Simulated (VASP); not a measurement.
A run of VASP 6.6.1 is set up as follows.

Contents of POSCAR:

```
SrO
1.0
    0.0000000000      2.7922805108      2.7922805108
    2.7922805108      0.0000000000      2.7922805108
    2.7922805108      2.7922805108      0.0000000000
Sr O
1 1
Direct
    0.0000000000      0.0000000000      0.0000000000
    0.2500000000      0.2500000000      0.2500000000
```

File INCAR.step1:

```
SYSTEM = SrO
ALGO = Normal ; EDIFF = 1E-5
ENCUT = 660 ; GGA = PE
GGA_COMPAT = .False. ; ISMEAR = 0
LASPH = .True. ; LCHARG = .False.
LREAL = .False. ; LWAVE = .True.
NBANDS = 15 ; NELM = 120
PREC = Accurate ; SIGMA = 0.01
```

The input INCAR.step2:

```
SYSTEM = SrO
ALGO = Normal ; EDIFF = 1E-6
ENCUT = 660 ; GGA_COMPAT = .False.
ISIF = 2 ; ISMEAR = 0
ISTART = 1 ; LASPH = .True.
LCHARG = .False. ; LMIXTAU = .True.
LREAL = .False. ; LWAVE = .False.
METAGGA = R2SCAN ; NBANDS = 15
NELM = 120 ; PREC = Accurate
SIGMA = 0.01
```

The input KPOINTS:

```
k-points
0
Gamma
  6 6 6
  0 0 0
```

Potentials or basis: VASP PAW PBE potentials, release 64 (Sr_sv, O).

Command:

```console
$ cat potpaw_PBE.64/Sr_sv/POTCAR potpaw_PBE.64/O/POTCAR > POTCAR
$ cp INCAR.step1 INCAR
$ mpirun -np 1 vasp_std > vasp.out
$ cp INCAR.step2 INCAR
$ mpirun -np 1 vasp_std > vasp.out
```

(1) Estimate the band gap on the k mesh.

(2) What does it give for the pressure?

Results:

(1) 2.91 eV, indirect (least direct gap 3.75 eV).

(2) 0.4 GPa.

Caveat: the PAW data sets were made with another functional, which shifts forces and pressure a little.
